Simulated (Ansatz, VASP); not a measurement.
## AlNi3: VASP beside Ansatz

```
Al Ni
1.0
     3.56668    0.00000    0.00000
     0.00000    3.56668    0.00000
     0.00000    0.00000    3.56668
Al Ni
1 3
Cartesian
  0.0000 0.0000 0.0000
  0.0000 1.7833 1.7833
  1.7833 0.0000 1.7833
  1.7833 1.7833 0.0000
```

Alike in both runs: task single point; functional PBE; k mesh 10 × 10 × 10; occupations gaussian, width 0.15 eV; collinear spin.

```csv
,VASP,Ansatz
version,VASP 6.6.1,Ansatz 0.2.0
potentials or method,"VASP PAW PBE potentials, release 64 (Al, Ni), cutoff 600 eV","scalar-relativistic, plane waves, PAW"
valence electrons in the cell,33,57
```

```csv
,VASP,Ansatz,Ansatz less VASP
gap on the k mesh at the Fermi level (eV),none,none,-
pressure (GPa),0.0,0.0,+0.04
net moment per atom (μB),0.17,0.17,+0.007
size of the moment on the site where the two differ most (μB),0.24,0.26,+0.020
```

Site moments also hang on the region over which each program counts them. A gap of «none» marks a metal or a gap that the smearing closes. VASP's potentials hold 33 valence electrons a cell and Ansatz's 57, so a difference there can come from the potentials and not from the codes.
